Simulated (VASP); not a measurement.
B5O:

```
CELL_PARAMETERS angstrom
2.86618 0.00000 0.00000
-1.43309 2.48219 0.00000
0.00000 0.00000 6.39477
ATOMIC_POSITIONS crystal
B 0.33333 0.66667 0.64125
B 0.33333 0.66667 0.35875
B 0.66667 0.33333 0.35875
B 0.66667 0.33333 0.64125
B 0.00000 0.00000 0.50000
O 0.00000 0.00000 0.00000
```

The cell was built from a structure type or drawn by symmetry, and may not be a known phase.

```yaml
Program: VASP 6.6.1
Task: relaxation of cell and atoms
Functional: PBE
Potentials_or_basis: VASP PAW PBE potentials, release 64 (B, O)
Cutoff: 600 eV
k_mesh: 6 × 6 × 4
Occupations: gaussian, width 0.1 eV
Spin: collinear spin, ferromagnetic start
Starting_moments: "[0.0, 0.0, 0.0, 0.0, 0.0, 1.0] μB"
```

At the start: pressure 34.7 GPa; volume 7.58 Å³/atom.

Task: How do energy, volume and symmetry change on relaxing?

Result: Over 23 steps the energy falls by 480.3 meV/atom and the volume is 7.13 Å³/atom (-5.9 %); space group P6/mmm (No. 191, to 0.1 Å) before and after; moment 0.00 μB per cell.

Step by step:
| step | energy change (eV) | largest force (eV/Å) | pressure (GPa) | volume (Å³) |
| --- | --- | --- | --- | --- |
| 1 | 0.0000 | 3.2782 | 34.69 | 45.49 |
| 2 | -0.9101 | 0.9973 | -19.34 | 57.18 |
| 3 | -0.9666 | 1.6927 | -6.39 | 52.30 |
| 4 | -1.0177 | 1.3625 | -12.62 | 54.28 |
| 5 | -1.8303 | 0.3997 | -8.21 | 52.43 |
| 6 | -1.8445 | 0.2398 | -7.33 | 52.22 |
| 7 | -1.8454 | 0.2007 | -7.09 | 52.17 |
| 8 | -2.0031 | 0.4692 | -1.36 | 49.27 |
| 9 | -2.0824 | 0.8117 | 6.71 | 46.17 |
| 10 | -2.1726 | 0.9127 | 6.30 | 45.59 |
| 11 | -2.4265 | 1.2188 | 5.33 | 43.81 |
| 12 | -2.4999 | 1.0029 | 11.05 | 40.06 |
| 13 | -2.5904 | 1.2901 | 6.51 | 41.91 |
| 14 | -2.6011 | 1.2182 | 7.45 | 41.36 |
| 15 | -2.7703 | 0.5365 | 3.82 | 41.56 |
| 16 | -2.7837 | 0.2340 | 2.67 | 41.64 |
| 17 | -2.8662 | 0.0337 | 2.35 | 42.06 |
| 18 | -2.8744 | 0.1502 | 2.35 | 42.25 |
| 19 | -2.8745 | 0.1402 | 2.34 | 42.23 |
| 20 | -2.8799 | 0.0975 | 0.26 | 42.68 |
| 21 | -2.8804 | 0.0812 | -0.54 | 42.85 |
| 22 | -2.8815 | 0.0430 | -0.26 | 42.82 |
| 23 | -2.8818 | 0.0071 | 0.01 | 42.80 |

Final structure:
```
B O
1.0
     2.90787    0.00000    0.00000
    -1.45393    2.51829    0.00000
     0.00000    0.00000    5.84443
B O
5 1
Direct
  0.33333 0.66667 0.71727
  0.33333 0.66667 0.28273
  0.66667 0.33333 0.28273
  0.66667 0.33333 0.71727
  0.00000 0.00000 0.50000
  0.00000 0.00000 0.00000
```

Caveat: the k points lie up to 0.42 Å⁻¹ apart in the final cell.
